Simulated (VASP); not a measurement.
Write the native input for VASP 6.6.1 that does the following.

* Task: single point
* Functional: PBE
* Potentials or basis: VASP PAW PBE potentials, release 64 (Li_sv, Ta_pv, O)
* Cutoff: 520 eV
* k mesh: 4 × 4 × 4
* Occupations: gaussian, width 0.1 eV
* Spin: collinear spin, ferromagnetic start
* Starting moments: [0.0, 0.0, 1.0, 0.0, 0.0] μB
* Dipole correction: no
* Further INCAR settings: ALGO = Normal; EDIFF = 1e-07; NBANDS = 26

The structure of Li2TaO2 lies in POSCAR:

```
Li2TaO2
1.0
    4.0882130765      0.0000000000      0.0000000000
    0.0000000000      4.0882130765      0.0000000000
    0.0000000000      0.0000000000      3.7687170097
Li Ta O
2 1 2
Direct
    0.5000000000      0.0000000000      0.0000000000
    0.0000000000      0.5000000000      0.0000000000
    0.5000000000      0.5000000000      0.5000000000
    0.5000000000      0.0000000000      0.5000000000
    0.0000000000      0.5000000000      0.5000000000
```

These files were run (other wordings do the same):

INCAR

```
SYSTEM = Li2TaO2
PREC = Accurate ; ENCUT = 520
EDIFF = 1E-7 ; ISMEAR = 0
SIGMA = 0.1 ; LREAL = .False.
LASPH = .True. ; NELM = 150
ALGO = Normal ; ISIF = 2
LWAVE = .False. ; LCHARG = .True.
ISPIN = 2 ; MAGMOM = 0 0 1 0 0
LORBIT = 11 ; LMAXMIX = 4
GGA = PE ; LELF = .True.
LVHAR = .True. ; NBANDS = 26
```

KPOINTS

```
Automatic mesh
0
Gamma
  4 4 4
  0 0 0
```

Potentials or basis: VASP PAW PBE potentials, release 64 (Li_sv, Ta_pv, O).

The run is started by

```console
$ cat potpaw_PBE.64/Li_sv/POTCAR potpaw_PBE.64/Ta_pv/POTCAR potpaw_PBE.64/O/POTCAR > POTCAR
$ mpirun -np 1 vasp_std > vasp.out
```

Results of the run:

The net moment is 0.00 μB per cell and the valence electrons inside the program's atomic spheres are Li 2.13; Ta 8.79; O 5.05.

Caveat: the k points lie up to 0.42 Å⁻¹ apart.

Run time: 2.1 min on 1 thread of AMD EPYC 7R13 (shared host), peak memory 0.18 GiB.
